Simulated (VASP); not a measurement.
Wanted: the native input for a VASP 6.6.1 run.

```
Task                               : single point
Functional                         : HSE06
Potentials or basis                : VASP PAW PBE potentials, release 64 (Ti_sv, S)
Cutoff                             : 400 eV
k mesh                             : 6 × 6 × 4
Occupations                        : fermi-dirac, width 0.02 eV
Spin                               : no spin polarisation
Dipole correction                  : no
Grid for exact exchange (PRECFOCK) : Normal
Further INCAR settings             : ALGO = Normal; EDIFF = 1e-06; NBANDS = 19
Screening parameter                : 0.2079 1/Å
```

The system is TiS2.

```
CELL_PARAMETERS angstrom
3.30453 0.00000 0.00000
-1.65227 2.86181 0.00000
0.00000 0.00000 5.83041
ATOMIC_POSITIONS crystal
Ti 0.00000 0.00000 0.00000
S 0.33333 0.66667 0.24849
S 0.66667 0.33333 0.75151
```

This cell differs from its parent crystal: epitaxial xy strain -3.1%.

The input as run:

POSCAR

```
TiS2
1.0
    3.3045318252      0.0000000000      0.0000000000
   -1.6522659126      2.8618085082      0.0000000000
    0.0000000000      0.0000000000      5.8304073461
Ti S
1 2
Direct
    0.0000000000      0.0000000000      0.0000000000
    0.3333333333      0.6666666667      0.2484903894
    0.6666666667      0.3333333333      0.7515096106
```

INCAR.step1

```
ALGO = Normal
EDIFF = 1E-5
ENCUT = 400
GGA = PE
GGA_COMPAT = False
ISIF = 2
ISMEAR = -1
LASPH = True
LREAL = False
LWAVE = True
NBANDS = 19
NELM = 120
PREC = Accurate
SIGMA = 0.02
```

INCAR.step2

```
ALGO = Normal
EDIFF = 1E-6
ENCUT = 400
GGA = PE
GGA_COMPAT = False
HFSCREEN = 0.2079
ISIF = 2
ISMEAR = -1
ISTART = 1
LASPH = True
LCHARG = True
LELF = True
LHFCALC = True
LREAL = False
LVHAR = True
LWAVE = False
NBANDS = 19
NELM = 120
PREC = Accurate
PRECFOCK = Normal
SIGMA = 0.02
```

KPOINTS

```
k-points
0
Gamma
  6 6 4
```

Potentials or basis: VASP PAW PBE potentials, release 64 (Ti_sv, S).

Command:

```bash
$ cat potpaw_PBE.64/Ti_sv/POTCAR potpaw_PBE.64/S/POTCAR > POTCAR
$ cp INCAR.step1 INCAR
$ mpirun -np 1 vasp_std > vasp.out
$ cp INCAR.step2 INCAR
$ mpirun -np 1 vasp_std > vasp.out
```

Results of the run:

```yaml
Pressure: 3.7 GPa
Largest_force: 0.286 eV/Å
Band_gap_on_the_k_mesh: 0.09 eV, indirect (least direct gap 0.96 eV)
```

Caveat: the cell differs from its parent crystal (epitaxial xy strain -3.1%); the PAW data sets were made with another functional, which shifts forces and pressure a little; this functional lacks dispersion, which binds the layers, so the pressure and a relaxed spacing across them are unreliable.

It took 62 min on 1 thread of Intel(R) Xeon(R) Platinum 8375C CPU @ 2.90GHz (Ice Lake) (shared host), peak memory 0.27 GiB.
